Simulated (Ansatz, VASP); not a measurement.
## One calculation of BN, two programs

```
CELL_PARAMETERS angstrom
2.55394 0.00000 0.00000
-1.27697 2.21178 0.00000
0.00000 0.00000 4.22685
ATOMIC_POSITIONS crystal
B 0.66667 0.33333 0.99972
B 0.33333 0.66667 0.49972
N 0.66667 0.33333 0.64893
N 0.33333 0.66667 0.12528
```

Alike in both runs: task single point; functional PBE; k mesh 12 × 12 × 6; occupations gaussian, width 0.05 eV; no spin polarisation.

```csv
,VASP,Ansatz
version,VASP 6.6.1,Ansatz 0.2.0
potentials or method,"VASP PAW PBE potentials, release 64 (B, N), cutoff 520 eV","scalar-relativistic, plane waves, PAW"
valence electrons in the cell,16,16
```

|  | VASP | Ansatz | Ansatz less VASP |
| --- | --- | --- | --- |
| gap on the k mesh at the Fermi level (eV) | 4.33 | 4.35 | +0.016 |
| least direct gap on the mesh (eV) | 7.76 | 7.77 | +0.006 |
| pressure (GPa) | 1.7 | 1.5 | -0.24 |
| traceless stress, the component that is largest in VASP (GPa) | 2.20 | 2.09 | -0.112 |
| rms of the force components (eV/Å) | 1.398 | 1.394 | -0.0044 |

Atom by atom the forces differ by 0.005 eV/Å (rms over components).
